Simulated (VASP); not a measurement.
# NaCl (Fm-3m) in VASP: a series of runs, part 2 of 2

VASP 6.6.1. Earlier steps stand in the parts before.

## 4. Single point, PBE (volume scaled by 0.800)

File INCAR:

```
SYSTEM = NaCl
PREC     = Accurate       ! precision mode
ENCUT    = 520            ! plane-wave cutoff, eV
EDIFF    = 1E-6           ! SCF threshold, eV
ISMEAR   = 0              ! smearing method
SIGMA    = 0.05           ! smearing width, eV
LREAL    = .FALSE.        ! projectors in reciprocal space
LASPH    = .TRUE.         ! aspherical terms in the spheres
NELM     = 60             ! most SCF steps
ALGO     = Normal         ! electronic algorithm
ISIF     = 2              ! what is computed and relaxed
LWAVE    = .FALSE.        ! write WAVECAR
LCHARG   = .TRUE.         ! write CHGCAR
GGA      = PE             ! functional
LELF     = .TRUE.         ! ELF
LVHAR    = .TRUE.       
NBANDS   = 14             ! bands
```

File KPOINTS:

```
Automatic mesh
0
G
  8 8 8
  0 0 0
```

File POSCAR:

```
NaCl
1.0
    0.0000000000      2.6438213548      2.6438213548
    2.6438213548      0.0000000000      2.6438213548
    2.6438213548      2.6438213548      0.0000000000
Na Cl
1 1
Direct
    0.0000000000      0.0000000000      0.0000000000
    0.5000000000      0.5000000000      0.5000000000
```

Potentials or basis: VASP PAW PBE potentials, release 64 (Na_pv, Cl).

Command:

```sh
> cat potpaw_PBE.64/Na_pv/POTCAR potpaw_PBE.64/Cl/POTCAR > POTCAR
> mpirun -np 1 vasp_std > vasp.out
```

OUTCAR:

```text
SYSTEM = NaCl
   PREC = Accurate
   ENCUT = 520
   EDIFF = 1E-6
   ISMEAR = 0
   LREAL = .FALSE.
   LASPH = .TRUE.
   NELM = 60
   ISIF = 2
   GGA = PE

 ion  position               nearest neighbor table
   1  0.000  0.000  0.000-   2 2.64   2 2.64   2 2.64   2 2.64   2 2.64   2 2.64
   2  0.500  0.500  0.500-   1 2.64   1 2.64   1 2.64   1 2.64   1 2.64   1 2.64

  LATTYP: Found a face centered cubic cell.
 ALAT       =     5.2876427096

  Lattice vectors:

 A1 = (   0.0000000000,   2.6438213548,   2.6438213548)
 A2 = (   2.6438213548,   0.0000000000,   2.6438213548)
 A3 = (   2.6438213548,   2.6438213548,   0.0000000000)

Analysis of symmetry for initial positions (statically):
=====================================================================
 Subroutine PRICEL returns:
 Original cell was already a primitive cell.

 Routine SETGRP: Setting up the symmetry group for a
 face centered cubic supercell.

 Subroutine GETGRP returns: Found 48 space group operations
 (whereof 48 operations were pure point group operations)
 out of a pool of 48 trial point group operations.

The static configuration has the point symmetry O_h .

Analysis of symmetry for dynamics (positions and initial velocities):
=====================================================================
 Subroutine PRICEL returns:
 Original cell was already a primitive cell.

 Routine SETGRP: Setting up the symmetry group for a
 face centered cubic supercell.

 Subroutine GETGRP returns: Found 48 space group operations
 (whereof 48 operations were pure point group operations)
 out of a pool of 48 trial point group operations.

The dynamic configuration has the point symmetry O_h .

 Subroutine INISYM returns: Found 48 space group operations
 (whereof 48 operations are pure point group operations),
 and found     1 'primitive' translations

----------------------------------------------------------------------------------------

                                     Primitive cell

  volume of cell :      36.9595

  direct lattice vectors                    reciprocal lattice vectors
     0.000000000  2.643821355  2.643821355    -0.189120191  0.189120191  0.189120191
     2.643821355  0.000000000  2.643821355     0.189120191 -0.189120191  0.189120191
     2.643821355  2.643821355  0.000000000     0.189120191  0.189120191 -0.189120191

  length of vectors
     3.738928016  3.738928016  3.738928016     0.327565780  0.327565780  0.327565780

  position of ions in fractional coordinates (direct lattice)
     0.000000000  0.000000000  0.000000000
     0.500000000  0.500000000  0.500000000

  ion indices of the primitive-cell ions
   primitive index   ion index
                 1           1
                 2           2

----------------------------------------------------------------------------------------

 KPOINTS: Automatic mesh

Automatic generation of k-mesh.
 Grid dimensions read from file:
 generate k-points for:    8    8    8

 Generating k-lattice:

  Cartesian coordinates                     Fractional coordinates (reciprocal lattice)
    -0.023640024  0.023640024  0.023640024     0.125000000  0.000000000  0.000000000
     0.023640024 -0.023640024  0.023640024     0.000000000  0.125000000  0.000000000
     0.023640024  0.023640024 -0.023640024     0.000000000  0.000000000  0.125000000

  Length of vectors
     0.040945722  0.040945722  0.040945722

  Shift w.r.t. Gamma in fractional coordinates (k-lattice)
     0.000000000  0.000000000  0.000000000
[... 37 lines left out ...]
   dimension x,y,z NGXF=    56 NGYF=   56 NGZF=   56
   ions per type =               1   1
   NGX,Y,Z   is equivalent  to a cutoff of  12.45, 12.45, 12.45 a.u.
   NGXF,Y,Z  is equivalent  to a cutoff of  24.90, 24.90, 24.90 a.u.
 SYSTEM =  NaCl
   PREC   = accura    normal or accurate (medium, high low for compatibility)
   ISTART =      0    job   : 0-new  1-cont  2-samecut
   ICHARG =      2    charge: 1-file 2-atom 10-const
   ISPIN  =      1    spin polarized calculation?
   LNONCOLLINEAR =      F non collinear calculations
   LSORBIT =      F    spin-orbit coupling
   LASPH  =      T    aspherical Exc in radial PAW
   ENCUT  =  520.0 eV  38.22 Ry    6.18 a.u.   6.95  6.95  6.95*2*pi/ulx,y,z
   NELM   =     60;   NELMIN=  2; NELMDL= -5     # of ELM steps
   EDIFF  = 0.1E-05   stopping-criterion for ELM
   LREAL  =      F    real-space projection
   EDIFFG = 0.1E-04   stopping-criterion for IOM
   NSW    =      0    number of steps for IOM
   IBRION =     -1    ionic relax: 0-MD 1-quasi-New 2-CG
   NFREE  =      0    steps in history (QN), initial steepest desc. (CG)
   ISIF   =      2    stress and relaxation
   ISYM   =      2    0-nonsym 1-usesym 2-fastsym
   POTIM  = 0.5000    time-step for ionic-motion
   TEBEG  =    0.0;   TEEND  =   0.0 temperature during run
   PSTRESS=    0.0 pullay stress
   NELECT =      14.0000    total number of electrons
   NUPDOWN=      -1.0000    fix difference up-down
   EMIN   =  10.00;   EMAX   =-10.00  energy-range for DOS
   EFERMI =   0.00;   METHOD = LEGACY
   ISMEAR =     0;   SIGMA  =   0.05  broadening in eV -4-tet -1-fermi 0-gaus
   EFERMI_NEDOS =   21; number of points for ismear=-14 and -15
   IALGO  =     38    algorithm
   IMIX   =      4    mixing-type and parameters
     AMIX     =   0.40;   BMIX     =  1.00
     AMIX_MAG =   1.60;   BMIX_MAG =  1.00
  volume/ion in A,a.u.               =      18.48       124.71
  Fermi-wavevector in a.u.,A,eV,Ry     =   1.184519  2.238417 19.090137  1.403086
  Thomas-Fermi vector in A             =   2.320732
   LORBIT       =      0    0 simple, 1 ext, 2 COOP (PROOUT), +10 PAW based schemes
   GGA     = PE    functional components
   LHFCALC =     F    Hartree Fock is set to
   AEXX    =    0.0000 exact exchange contribution
   IVDW    =     0    specifies the selected vdW correction
   LEPSILON=     F    determine dielectric tensor
   LRPA    =     F    only Hartree local field effects (RPA)
 non-spin polarized calculation
 Gauss-broadening in eV      SIGMA  =   0.05
  energy-cutoff  :      520.00
  volume of cell :       36.96
 maximum number of plane-waves:      1012
   NGX = 13   NGY = 13   NGZ = 13

 number of electron      13.9999993 magnetization

 Free energy of the ion-electron system (eV)
  ---------------------------------------------------
  ext. energy  EPLUGINS =         0.00000000
  ---------------------------------------------------
  free energy    TOTEN  =        -6.56903160 eV

  energy without entropy =       -6.56903160  energy(sigma->0) =       -6.56903160

 E-fermi :   0.7550     XC(G=0):  -9.0272

 val. band max:        0.5532183609   @ k =   0.0000   0.0000   0.0000
 cond. band min:       6.5199108497   @ k =   0.0000   0.0000   0.0000
 fundamental gap:      5.9666924887
 Fermi energy:         0.7550061357

 k-point     1 :       0.0000    0.0000    0.0000
  band No.  band energies     occupation
      1     -19.9765      2.00000
      2     -19.9765      2.00000
      3     -19.9765      2.00000
      4     -12.6346      2.00000
      5       0.5532      2.00000
      6       0.5532      2.00000
      7       0.5532      2.00000
      8       6.5199      0.00000
      9      11.8051      0.00000
     10      11.8051      0.00000
     11      11.8051      0.00000
     12      14.2426      0.00000
     13      14.2426      0.00000
     14      16.1705      0.00000
[... 377 lines left out ...]
      1     -20.0337      2.00000
      2     -19.9947      2.00000
      3     -19.9859      2.00000
      4     -11.9956      2.00000
      5      -1.6788      2.00000
      6      -0.5119      2.00000
      7      -0.0361      2.00000
      8       9.3523      0.00000
      9      10.7475      0.00000
     10      11.7679      0.00000
     11      12.9775      0.00000
     12      15.8997      0.00000
     13      17.5217      0.00000
     14      18.4036      0.00000

 [... further k-points ...]

------------------------ aborting loop because EDIFF is reached ----------------------------------------

  FORCE on cell =-STRESS in cart. coord.  units (eV):
  Direction    XX          YY          ZZ          XY          YZ          ZX
  --------------------------------------------------------------------------------------
  -------------------------------------------------------------------------------------
  Total        2.0532358      2.0532358      2.0532358      0.0000000      0.0000000      0.0000000
  in kB       89.0067808     89.0067808     89.0067808      0.0000000      0.0000000      0.0000000
  external PRESSURE =      89.0067808 kB  Pullay stress =       0.0000000 kB

 VOLUME and BASIS-vectors are now :
 -----------------------------------------------------------------------------
  energy-cutoff  :      520.00
  volume of cell :       36.96
      direct lattice vectors                 reciprocal lattice vectors
     0.000000000  2.643821355  2.643821355    -0.189120191  0.189120191  0.189120191
     2.643821355  0.000000000  2.643821355     0.189120191 -0.189120191  0.189120191
     2.643821355  2.643821355  0.000000000     0.189120191  0.189120191 -0.189120191

 POSITION                                       TOTAL-FORCE (eV/Angst)
 -----------------------------------------------------------------------------------
      0.00000      0.00000      0.00000        -0.000000      0.000000     -0.000000
      2.64382      2.64382      2.64382         0.000000     -0.000000      0.000000
 -----------------------------------------------------------------------------------
    total drift:                                0.000000      0.000000      0.000000

  FREE ENERGIE OF THE ION-ELECTRON SYSTEM (eV)
  ---------------------------------------------------
  free  energy   TOTEN  =        -6.5690316030 eV

  energy  without entropy=       -6.5690316030  energy(sigma->0) =       -6.56903160
```

It took 9.7 s on 1 thread of Intel Xeon Platinum 8375C at 2.90GHz (Ice Lake), shared host; peak memory 0.15 GiB.

What came out:

| Item | Value |
| --- | --- |
| Free energy | -6.5690 eV |
| Pressure | 8.9 GPa |
| Band gap on the k mesh | 5.97 eV, direct |

Levels at points of the mesh, in eV from the valence-band top:
```csv
k point,band 4,band 5,band 6,band 7,band 8,band 9,band 10,band 11
"(0.00, 0.00, 0.00)",-13.19,0.00,0.00,0.00,5.97,11.25,11.25,11.25
"(0.50, 0.00, 0.00)",-12.59,-2.59,-0.39,-0.39,7.59,11.41,11.41,12.31
"(0.50, 0.50, 0.00)",-12.54,-2.23,-0.81,-0.81,7.82,8.09,12.80,15.95
```

## 5. The runs side by side

| cell | gap on the mesh (eV) | pressure (GPa) |
| --- | --- | --- |
| a = 3.610 Å, angles 60.0°, 2 atoms | 6.55 | 16.7 |
| a = 3.676 Å, angles 60.0°, 2 atoms | 6.24 | 12.3 |
| a = 3.739 Å, angles 60.0°, 2 atoms | 5.97 | 8.9 |

Alike in all rows: task single point; level PBE; potentials or basis VASP PAW PBE potentials, release 64 (Na_pv, Cl); no spin polarisation; k mesh 8 × 8 × 8; cutoff (eV) 520; smearing gaussian 0.05 eV.

Absolute energies hang on the potentials; compare differences alone.
